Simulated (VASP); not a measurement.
## Cu: single point with r2SCAN

The system is Cu.

```
Cu
1.0
    -1.48346    1.48346    1.30168
     1.48346   -1.48346    1.30168
     1.48346    1.48346   -1.30168
Cu
1
Direct
  0.00000 0.00000 0.00000
```

This cell differs from its parent crystal: ratio of the length along z to the lengths across it x 0.92, volume and fractional coordinates fixed.

```yaml
Program: VASP 6.6.1
Task: single point
Functional: r2SCAN
Potentials_or_basis: VASP PAW PBE potentials, release 64 (Cu)
Cutoff: 520 eV
k_mesh: 26 × 26 × 26
Occupations: gaussian, width 0.15 eV
Spin: no spin polarisation
```

```
Pressure : 1.4 GPa
```

Stress tensor (GPa, compression positive):
```
0.38 0.00 0.00
0.00 0.38 0.00
0.00 0.00 3.33
```

Levels at points of the mesh, in eV from the Fermi level:
```tsv
k point	band 4	band 5	band 6	band 7	band 8	band 9
(0.00, 0.00, 0.00)	-3.09	-2.66	-2.06	24.49	24.49	28.52
(0.50, 0.00, 0.00)	-1.85	-1.51	-0.27	5.35	17.49	17.68
(0.50, 0.50, 0.00)	-2.31	-1.55	-1.36	3.80	21.09	21.89
(0.50, 0.50, 0.50)	-1.71	-1.56	7.11	7.11	12.61	12.88
```

It took 5.1 min on 1 thread of Intel(R) Xeon(R) 6975P-C (Granite Rapids), with other jobs on the host, peak memory 0.28 GiB.

Caveat: the PAW data sets were made with another functional, which shifts forces and pressure a little.
